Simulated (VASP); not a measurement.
Wanted: the native input for a VASP 6.6.1 run.

* Task: single point
* Functional: PBE
* Potentials or basis: VASP PAW PBE potentials, release 64 (Hg)
* Cutoff: 520 eV
* k mesh: 14 × 14 × 14
* Occupations: gaussian, width 0.1 eV
* Spin: no spin polarisation
* Dipole correction: no
* Further INCAR settings: ALGO = Fast; EDIFF = 1e-06; NBANDS = 12

The structure of Hg lies in POSCAR:

```
Hg
1.0
    1.7208949098      0.9935651552      2.2092147271
   -1.7168581949      1.0614849731      2.1757219183
    0.0608386451     -2.0175859482      2.1757181746
Hg
1
Direct
    0.0000000000      0.0000000000      0.0000000000
```

This cell differs from its parent crystal: strained.

These files were run (other wordings do the same):

INCAR

```
PREC     = Accurate       # precision mode
ENCUT    = 520            # plane-wave cutoff, eV
EDIFF    = 1E-6           # SCF threshold, eV
ISMEAR   = 0              # smearing method
SIGMA    = 0.1            # smearing width, eV
LREAL    = F              # projectors in reciprocal space
LASPH    = T              # aspherical terms in the spheres
NELM     = 60             # most SCF steps
ALGO     = Fast           # electronic algorithm
ISIF     = 2              # what is computed and relaxed
LWAVE    = F              # write WAVECAR
LCHARG   = T              # write CHGCAR
GGA      = PE             # functional
LELF     = T              # ELF
LVHAR    = T            
NBANDS   = 12             # bands
```

KPOINTS

```
Automatic mesh
0
Gamma
  14 14 14
```

Potentials or basis: VASP PAW PBE potentials, release 64 (Hg).

Run with:

```bash
$ cat potpaw_PBE.64/Hg/POTCAR > POTCAR
$ mpirun -np 1 vasp_std > vasp.out
```

It gave:

```yaml
Pressure: 7.8 GPa
Band_gap_on_the_k_mesh: zero (band 6 reaches 4.74 eV, above the bottom of band 7 at 0.89 eV)
```

Caveat: the cell differs from its parent crystal (strained); spin-orbit coupling is left out, which moves the levels of the heavy elements.

Wall time 95 s on 1 thread of Intel(R) Xeon(R) Platinum 8488C (Sapphire Rapids), with other jobs on the host, peak memory 0.3 GiB.
